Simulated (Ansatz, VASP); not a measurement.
# Na: VASP beside Ansatz

Contents of INCAR:

```
PREC = Accurate ; ENCUT = 520
EDIFF = 1E-7 ; ISMEAR = -1
SIGMA = 0.05 ; LREAL = False
LASPH = True ; NELM = 80
ALGO = Normal ; ISIF = 2
LWAVE = False ; LCHARG = False
GGA = PS ; NBANDS = 14
```

File KPOINTS:

```
Automatic mesh
0
Gamma
  13 13 7
```

POSCAR

```
Na
1.0
    3.7670009976      0.0000000000      0.0000000000
   -1.8835004988      3.2623185600      0.0000000000
    0.0000000000      0.0000000000      6.2155400000
Na
2
Direct
    0.3333333333      0.6666666667      0.2500000000
    0.6666666667      0.3333333333      0.7500000000
```

Input for Ansatz:

```yaml
crystal:
  lattice:
    - [3.7670009976, 0.0, 0.0]
    - [-1.8835004988, 3.26231856, 0.0]
    - [0.0, 0.0, 6.21554]
  atoms:
    - { symbol: Na, position: [0.3333333333, 0.6666666667, 0.25] }
    - { symbol: Na, position: [0.6666666667, 0.3333333333, 0.75] }
kpoints:
  mp_grid: { grid: [13, 13, 7] }
  band_path:
    path:
      - [0.0, 0.0, 0.0]
      - [0.5, 0.0, 0.0]
      - [0.3333333333, 0.3333333333, 0.0]
      - [0.0, 0.0, 0.0]
      - [0.0, 0.0, 0.5]
      - [0.5, 0.0, 0.5]
      - [0.3333333333, 0.3333333333, 0.5]
      - [0.0, 0.0, 0.5]
      - [0.5, 0.0, 0.5]
    npoints: 5
scf:
  occupations: { method: fermi_dirac, width: 0.05 }
hamiltonian:
  xc: pbesol
  pseudopotentials: { kind: all_electron, lapw: { basis_error: 0.00025 } }
output:
  forces: true
  stress: true
  eigenvalues: true
```

Change from the starting cell: zz strain of +1 %.

Alike in both runs: task single point; functional PBEsol; k mesh 13 × 13 × 7; occupations fermi-dirac, width 0.05 eV; no spin polarisation.

|  | VASP | Ansatz |
| --- | --- | --- |
| version | VASP 6.6.1 | Ansatz 0.2.0 |
| potentials or method | VASP PAW PBE potentials, release 64 (Na_pv), cutoff 520 eV | all-electron LAPW, scalar-relativistic |

```tsv
	VASP	Ansatz	Ansatz less VASP
pressure (GPa)	-0.3	-0.3	0.00
```

VASP's potentials were made for PBE, not for PBEsol. Ansatz ran all-electron here, and VASP with PAW potentials.
